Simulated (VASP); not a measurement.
# Nb (Im-3m) in VASP: notebook, part 2 of 2

VASP 6.6.1. Earlier steps stand in the parts before.

### Step 5. Single point, RPBE+D3(BJ)

This run uses another cell than the first one, of 14.21 Å³/atom, 0.803 times its volume.

Contents of INCAR:

```
SYSTEM = Nb
ALGO = Normal ; EDIFF = 1E-6
ENCUT = 500 ; GGA = RP
GGA_COMPAT = .FALSE. ; ISIF = 2
ISMEAR = -1 ; IVDW = 12
LASPH = .TRUE. ; LCHARG = .TRUE.
LELF = .TRUE. ; LREAL = .FALSE.
LVHAR = .TRUE. ; LWAVE = .FALSE.
NBANDS = 12 ; NELM = 120
PREC = Accurate ; SIGMA = 0.05
```

Contents of KPOINTS:

```
k-points
0
G
  11 11 11
  0 0 0
```

Contents of POSCAR:

```
Nb
1.0
   -1.5259015717      1.5259015717      1.5259015717
    1.5259015717     -1.5259015717      1.5259015717
    1.5259015717      1.5259015717     -1.5259015717
Nb
1
Direct
    0.0000000000      0.0000000000      0.0000000000
```

Potentials or basis: VASP PAW PBE potentials, release 64 (Nb_sv).

On the command line:

```console
> cat potpaw_PBE.64/Nb_sv/POTCAR > POTCAR
> mpirun -np 1 vasp_std > vasp.out
```

OUTCAR:

```text
SYSTEM = Nb
   EDIFF = 1E-6
   ENCUT = 500
   GGA = RP
   ISIF = 2
   ISMEAR = -1
   IVDW = 12
   LASPH = .TRUE.
   LREAL = .FALSE.
   NELM = 120
   PREC = Accurate
 IVDW          = 12

 ion  position               nearest neighbor table
   1  0.000  0.000  0.000-

  LATTYP: Found a body centered cubic cell.
 ALAT       =     3.0518031434

  Lattice vectors:

 A1 = (  -1.5259015717,   1.5259015717,   1.5259015717)
 A2 = (   1.5259015717,  -1.5259015717,   1.5259015717)
 A3 = (   1.5259015717,   1.5259015717,  -1.5259015717)

Analysis of symmetry for initial positions (statically):
=====================================================================
 Subroutine PRICEL returns:
 Original cell was already a primitive cell.

 Routine SETGRP: Setting up the symmetry group for a
 body centered cubic supercell.

 Subroutine GETGRP returns: Found 48 space group operations
 (whereof 48 operations were pure point group operations)
 out of a pool of 48 trial point group operations.

The static configuration has the point symmetry O_h .

Analysis of symmetry for dynamics (positions and initial velocities):
=====================================================================
 Subroutine PRICEL returns:
 Original cell was already a primitive cell.

 Routine SETGRP: Setting up the symmetry group for a
 body centered cubic supercell.

 Subroutine GETGRP returns: Found 48 space group operations
 (whereof 48 operations were pure point group operations)
 out of a pool of 48 trial point group operations.

The dynamic configuration has the point symmetry O_h .

 Subroutine INISYM returns: Found 48 space group operations
 (whereof 48 operations are pure point group operations),
 and found     1 'primitive' translations

----------------------------------------------------------------------------------------

[... 114 lines left out ...]
   LORBIT       =      0    0 simple, 1 ext, 2 COOP (PROOUT), +10 PAW based schemes
   GGA     = RP    functional components
   LHFCALC =     F    Hartree Fock is set to
   AEXX    =    0.0000 exact exchange contribution
   IVDW    =    12    specifies the selected vdW correction
   LEPSILON=     F    determine dielectric tensor
   LRPA    =     F    only Hartree local field effects (RPA)
 non-spin polarized calculation
  energy-cutoff  :      500.00
  volume of cell :       14.21
 maximum number of plane-waves:       371
   NGX =  9   NGY =  9   NGZ =  9

 number of electron      12.9999999 magnetization

 Free energy of the ion-electron system (eV)
  ---------------------------------------------------
  ext. energy  EPLUGINS =         0.00000000
  ---------------------------------------------------
  free energy    TOTEN  =        -8.96958246 eV

  energy without entropy =       -8.95912025  energy(sigma->0) =       -8.96435136

 E-fermi :  15.0027     XC(G=0): -13.7177

 val. band max:       14.9763948090   @ k =  -0.3636   0.4545   0.0909
 cond. band min:      15.0298848071   @ k =  -0.2727   0.2727   0.1818
 fundamental gap:      0.0534899981
 Fermi energy:        15.0026817257

 k-point     1 :       0.0000    0.0000    0.0000
  band No.  band energies     occupation
      1     -39.3550      2.00000
      2     -13.8935      2.00000
      3     -13.8935      2.00000
      4     -13.8935      2.00000
      5       8.7678      2.00000
      6      15.1357      0.13071
      7      15.1357      0.13070
      8      15.1357      0.13070
      9      18.8979      0.00000
     10      18.8979      0.00000
     11      29.6836      0.00000
     12      29.6836      0.00000
[... 331 lines left out ...]
 k-point    24 :       0.3636    0.1818    0.0909
  band No.  band energies     occupation
      1     -38.7056      2.00000
      2     -16.1757      2.00000
      3     -15.1574      2.00000
      4     -14.3846      2.00000
      5      11.8763      2.00000
      6      12.8269      2.00000
      7      15.9205      0.00000
      8      19.5982      0.00000
      9      20.1890      0.00000
     10      26.6633      0.00000
     11      28.5438      0.00000
     12      29.6373      0.00000

 [... further k-points ...]

------------------------ aborting loop because EDIFF is reached ----------------------------------------

 Edisp (eV)   -5.85386

 E8    (eV) :    -4.1531

  FORCE on cell =-STRESS in cart. coord.  units (eV):
  Direction    XX          YY          ZZ          XY          YZ          ZX
  --------------------------------------------------------------------------------------
  -------------------------------------------------------------------------------------
  Total      -0.02860    -0.02860    -0.02860    -0.00000    -0.00000     0.00000
  in kB      -3.22467    -3.22467    -3.22467    -0.00000    -0.00000     0.00000
  external pressure =       -3.22 kB  Pullay stress =        0.00 kB

 VOLUME and BASIS-vectors are now :
 -----------------------------------------------------------------------------
  energy-cutoff  :      500.00
  volume of cell :       14.21
      direct lattice vectors                 reciprocal lattice vectors
    -1.525901572  1.525901572  1.525901572     0.000000000  0.327675133  0.327675133
     1.525901572 -1.525901572  1.525901572     0.327675133  0.000000000  0.327675133
     1.525901572  1.525901572 -1.525901572     0.327675133  0.327675133  0.000000000

 POSITION                                       TOTAL-FORCE (eV/Angst)
 -----------------------------------------------------------------------------------
      0.00000      0.00000      0.00000        -0.000000      0.000000     -0.000000
 -----------------------------------------------------------------------------------
    total drift:                                0.000000     -0.000000      0.000000

  FREE ENERGIE OF THE ION-ELECTRON SYSTEM (eV)
  ---------------------------------------------------
  free  energy   TOTEN  =       -14.8234414144 eV

  energy  without entropy=      -14.8129792002  energy(sigma->0) =      -14.81821031
```

stdout:

```text
POSCAR found type information on POSCAR Nb
 POSCAR found :  1 types and       1 ions
 scaLAPACK will be used
 -----------------------------------------------------------------------------
|                                                                             |
|                                                                             |
|     You enforced a specific xc type in the INCAR file but a different       |
|     I HOPE YOU KNOW WHAT YOU ARE DOING!                                     |
|                                                                             |
 -----------------------------------------------------------------------------

 LDA part: xc-table for (Slater+PW92), standard interpolation
 POSCAR, INCAR and KPOINTS ok, starting setup
 FFT: planning ... GRIDC
 FFT: planning ... GRID_SOFT
 FFT: planning ... GRID
 WAVECAR not read
 entering main loop
```

It took 4.5 s on 1 thread of Intel Xeon 6975P-C (Granite Rapids), shared host; peak memory 0.14 GiB.

Results:

| Property | Result |
| --- | --- |
| Free energy | -14.8234 eV |
| Pressure | -0.3 GPa |
| Dispersion energy per atom | -5.854 eV |

Caveat: the PAW data sets were made with another functional, which shifts forces and pressure a little; pairwise dispersion overbinds metals, which lowers pressure and volume.

### Step 6. The runs side by side

```csv
level,cell,k mesh,cutoff (eV),smearing,grid for exact exchange (PRECFOCK),screening parameter,gap on the mesh (eV),pressure (GPa)
PBE0,"a = 2.843 Å, angles 109.5°, 1 atom",6 × 6 × 6,400,fermi-dirac 0.05 eV,Normal,-,none,-3.6
HSE06,"a = 2.863 Å, angles 109.5°, 1 atom",6 × 6 × 6,400,fermi-dirac 0.05 eV,Normal,0.2079 1/Å,none,-6.9
PBE,"a = 2.882 Å, angles 109.5°, 1 atom",8 × 8 × 8,500,fermi-dirac 0.03 eV,-,-,none,-2.7
RPBE+D3(BJ),"a = 2.643 Å, angles 109.5°, 1 atom",11 × 11 × 11,500,fermi-dirac 0.05 eV,-,-,none,-0.3
```

Alike in all rows: task single point; potentials or basis VASP PAW PBE potentials, release 64 (Nb_sv); no spin polarisation.

Caveats: some runs use coarse meshes; the PAW data sets were made with another functional, which shifts forces and pressure a little (some runs); pairwise dispersion overbinds metals, which lowers pressure and volume (some runs).

Total energies depend on the potentials used, so only differences within one code and one set of settings carry meaning.
